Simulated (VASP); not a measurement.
TiO2: single point with LDA

The system is TiO2.

```xyz
6
Lattice="4.2908 0.0000 0.0000 0.0000 4.2908 0.0000 0.0000 0.0000 3.1044" Properties=species:S:1:pos:R:3 pbc="T T T"
Ti    0.0000    0.0000    0.0000
Ti    2.1454    2.1454    1.5522
O     1.3042    1.3042    0.0000
O     0.8412    3.4496    1.5522
O     2.9866    2.9866    0.0000
O     3.4496    0.8412    1.5522
```

| Quantity | Value |
| --- | --- |
| Program | VASP 6.6.1 |
| Task | single point |
| Functional | LDA |
| Potentials or basis | VASP PAW LDA potentials, release 64 (Ti_sv, O) |
| Cutoff | 520 eV |
| k mesh | 8 × 8 × 10 |
| Occupations | gaussian, width 0.05 eV |
| Spin | no spin polarisation |
| Dipole correction | no |
| Further INCAR settings | ALGO = Normal; EDIFF = 1e-06; NBANDS = 33 |

```
Pressure               : 13.7 GPa
Largest force          : 0.304 eV/Å
Band gap on the k mesh : 2.01 eV
```

Forces on the atoms (eV/Å):
```
Ti   0.000  0.000  0.000
Ti   0.000  0.000  0.000
O    0.215  0.215  0.000
O   -0.215  0.215  0.000
O   -0.215 -0.215  0.000
O    0.215 -0.215  0.000
```

Stress tensor (GPa, compression positive):
```
23.95  0.00  0.00
 0.00 23.95  0.00
 0.00  0.00 -6.74
```

Levels at points of the mesh, in eV from the valence-band top:
```tsv
k point	band 20	band 21	band 22	band 23	band 24	band 25	band 26	band 27	band 28	band 29
(0.00, 0.00, 0.00)	-2.29	-0.84	-0.15	-0.15	0.00	2.01	2.47	2.47	2.53	2.55
(0.50, 0.00, 0.00)	-3.03	-2.29	-2.29	-0.73	-0.73	2.85	2.85	3.33	3.33	3.76
(0.50, 0.50, 0.00)	-2.12	-1.71	-1.71	-0.67	-0.67	2.21	2.21	2.53	2.53	4.05
(0.00, 0.00, 0.50)	-3.12	-2.05	-2.05	-1.23	-1.23	2.66	2.66	3.60	3.60	4.18
(0.50, 0.00, 0.50)	-2.51	-2.08	-2.08	-1.02	-1.02	2.12	2.12	2.81	2.81	4.43
(0.50, 0.50, 0.50)	-1.99	-1.45	-1.45	-0.45	-0.45	2.77	2.77	2.98	2.98	3.60
```

It took 68 s on 1 thread of Intel(R) Xeon(R) 6975P-C (Granite Rapids) (shared host), peak memory 0.23 GiB.

Caveat: the cell stands under pressure. As with any semilocal functional, this LDA gap is likely too small.
